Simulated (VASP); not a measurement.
Mg: single point with PBE

Mg:

```
Mg
1.0
    -1.70705    1.70705    1.50030
     1.70705   -1.70705    1.50030
     1.70705    1.70705   -1.50030
Mg
1
Direct
  0.00000 0.00000 0.00000
```

```
Program                : VASP 6.6.1
Task                   : single point
Functional             : PBE
Potentials or basis    : VASP PAW PBE potentials, release 64 (Mg)
Cutoff                 : 520 eV
k mesh                 : 18 × 18 × 18
Occupations            : gaussian, width 0.15 eV
Spin                   : no spin polarisation
Dipole correction      : no
Further INCAR settings : ALGO = Normal; EDIFF = 1e-07; NBANDS = 7
```

```
Pressure               : 16.7 GPa
Band gap on the k mesh : zero (bands 1 and 2 overlap by 4.86 eV)
```

Stress tensor (GPa, compression positive):
```
15.55  0.00  0.00
 0.00 15.55  0.00
 0.00  0.00 19.03
```

Levels at points of the mesh, in eV from the Fermi level:
```tsv
k point	band 1	band 2	band 3	band 4	band 5
(0.00, 0.00, 0.00)	-8.22	13.01	15.63	16.28	16.28
(0.50, 0.00, 0.00)	-1.61	-0.51	8.85	10.92	11.30
(0.50, 0.50, 0.00)	-2.36	-1.54	11.69	13.76	14.20
(0.50, 0.50, 0.50)	3.30	3.60	3.60	4.42	7.45
```

Wall time 42 s on 1 thread of Intel Xeon 8259CL, with other jobs on the host, peak memory 0.19 GiB.

Caveat: the cell stands under pressure.
